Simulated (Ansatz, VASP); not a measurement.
This is a calculation of MnPt2 for Ansatz 0.2.0.

Contents of input.yaml:

```yaml
crystal:
  lattice:
    - [2.8197726289, 0.0, 0.0]
    - [-1.4098863145, 2.4419947296, 0.0]
    - [0.0, 0.0, 6.4442160962]
  atoms:
    - { symbol: Pt, position: [0.6666666667, 0.3333333333, 0.316206] }
    - { symbol: Pt, position: [0.3333333333, 0.6666666667, 0.683794] }
    - { symbol: Mn, position: [0.0, 0.0, 0.0], spin: 4.0 }
hamiltonian:
  xc: r2scan
  pseudopotentials: { kind: paw }
magnetization:
  spin_polarized: true
kpoints:
  mp_grid: { grid: [11, 11, 4] }
scf:
  occupations: { method: fermi_dirac, width: 0.05 }
output:
  forces: true
  stress: true
  eigenvalues: true
```

Potentials or basis: Ansatz PAW.

Run with:

```bash
$ ansatz run input.yaml --threads 2 --pin off --max-ram 5632MiB --backend cpu --events-out ev --progress --plain --runs-dir out
```

Problem. Translate it to VASP 6.6.1. Potentials there: VASP PAW PBE potentials, release 64 (Pt, Mn_pv).

Solution. As run (the cutoff follows the program's own potentials):

File POSCAR:

```
MnPt2
1.0
    2.8197726289      0.0000000000      0.0000000000
   -1.4098863145      2.4419947296      0.0000000000
    0.0000000000      0.0000000000      6.4442160962
Pt Mn
2 1
Direct
    0.6666666667      0.3333333333      0.3162060000
    0.3333333333      0.6666666667      0.6837940000
    0.0000000000      0.0000000000      0.0000000000
```

File INCAR.step1:

```
SYSTEM = MnPt2
  PREC = Accurate
  ENCUT = 520
  ISMEAR = -1
  SIGMA = 0.05
  LREAL = .FALSE.
  LASPH = .TRUE.
  NELM = 150
  ISPIN = 2
  MAGMOM = 0 0 4
  LMAXMIX = 4
  NBANDS = 28
  GGA = PE
  ALGO = Normal
  EDIFF = 1E-4
  LWAVE = .TRUE.
  LCHARG = .FALSE.
```

The input INCAR.step2:

```
SYSTEM = MnPt2
  PREC = Accurate
  ENCUT = 520
  EDIFF = 1E-6
  ISMEAR = -1
  SIGMA = 0.05
  LREAL = .FALSE.
  LASPH = .TRUE.
  NELM = 150
  ALGO = Normal
  ISIF = 2
  LWAVE = .FALSE.
  LCHARG = .FALSE.
  ISPIN = 2
  MAGMOM = 0 0 4
  LORBIT = 11
  LMAXMIX = 4
  METAGGA = R2SCAN
  LMIXTAU = .TRUE.
  NBANDS = 28
  ISTART = 1
```

Contents of KPOINTS:

```
regular mesh
0
G
  11 11 4
  0 0 0
```

Potentials or basis: VASP PAW PBE potentials, release 64 (Pt, Mn_pv).

Launch:

```bash
$ cat potpaw_PBE.64/Pt/POTCAR potpaw_PBE.64/Mn_pv/POTCAR > POTCAR
$ cp INCAR.step1 INCAR
$ mpirun -np 1 vasp_std > vasp.out
$ cp INCAR.step2 INCAR
$ mpirun -np 1 vasp_std > vasp.out
```

Both were run:

|  | VASP | Ansatz | Ansatz less VASP |
| --- | --- | --- | --- |
| gap on the k mesh at the Fermi level (eV) | none | none | - |
| pressure (GPa) | 7.0 | 6.4 | -0.56 |
| traceless stress, the component that is largest in VASP (GPa) | 2.00 | 1.89 | -0.112 |
| rms of the force components (eV/Å) | 0.072 | 0.068 | -0.0042 |
| net moment per atom (μB) | 1.60 | 1.60 | 0.000 |
| size of the moment on the site where the two differ most (μB) | 0.32 | 0.34 | +0.030 |

VASP's potentials were made for PBE, not for r2SCAN. Site moments also hang on the region over which each program counts them. Atom by atom the forces differ by 0.004 eV/Å (rms over components). A gap of «none» marks a metal or a gap that the smearing closes. VASP's potentials hold 33 valence electrons a cell and Ansatz's 51, so a difference there can come from the potentials and not from the codes.

Spin-orbit coupling is off throughout. Noted on Ansatz's run: the magnetic or orbital state may not be the lowest.
